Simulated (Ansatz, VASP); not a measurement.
# Ni: VASP beside Ansatz

Contents of INCAR:

```
SYSTEM = Ni
PREC = Accurate
ENCUT = 520
EDIFF = 1E-6
ISMEAR = -1
SIGMA = 0.1
LREAL = .FALSE.
LASPH = .TRUE.
NELM = 150
ALGO = Normal
ISIF = 2
LWAVE = .FALSE.
LCHARG = .FALSE.
ISPIN = 2
MAGMOM = 1 -1
LORBIT = 11
LMAXMIX = 4
GGA = PS
NBANDS = 21
```

The input KPOINTS:

```
regular mesh
0
G
  16 16 8
  0 0 0
```

Contents of POSCAR:

```
Ni
1.0
    2.4065201184      0.0000000000      0.0000000000
   -1.2032600592      2.0841100061      0.0000000000
    0.0000000000      0.0000000000      4.0037659837
Ni
2
Direct
    0.3333333333      0.6666666667      0.2500000000
    0.6666666667      0.3333333333      0.7500000000
```

Input for Ansatz:

```yaml
crystal:
  lattice:
    - [2.406520118410785, 0.0, 0.0]
    - [-1.2032600592053926, 2.0841100060607287, 0.0]
    - [0.0, 0.0, 4.003765983719344]
  atoms:
    - { symbol: Ni, position: [0.3333333333333333, 0.6666666666666666, 0.25], spin: 1.0 }
    - { symbol: Ni, position: [0.6666666666666666, 0.3333333333333333, 0.75], spin: -1.0 }
basis:
  ecutwfc: 500.0
kpoints:
  mp_grid:
    grid: [16, 16, 8]
hamiltonian:
  xc: pbesol
magnetization:
  spin_polarized: true
scf:
  occupations:
    method: fermi_dirac
    width: 0.1
```

Alike in both runs: task single point; functional PBEsol; k mesh 16 × 16 × 8; occupations fermi-dirac, width 0.1 eV; collinear spin.

|  | VASP | Ansatz |
| --- | --- | --- |
| version | VASP 6.6.1 | Ansatz 0.2.0 |
| potentials or method | VASP PAW PBE potentials, release 64 (Ni), cutoff 520 eV | plane waves, PAW |
| valence electrons in the cell | 20 | 36 |

|  | VASP | Ansatz | Ansatz less VASP |
| --- | --- | --- | --- |
| net moment per atom (μB) | 0.00 | 0.59 | +0.592 |
| size of the moment on the site where the two differ most (μB) | 0.00 | 0.62 | +0.620 |

The net moments are unlike, so the other rows may belong to different states. VASP's potentials were made for PBE, not for PBEsol. Site moments also hang on the region over which each program counts them. VASP's potentials hold 20 valence electrons a cell and Ansatz's 36, so a difference there can come from the potentials and not from the codes. Ansatz's warnings: seeded moment not kept, structure snapped to symmetry.
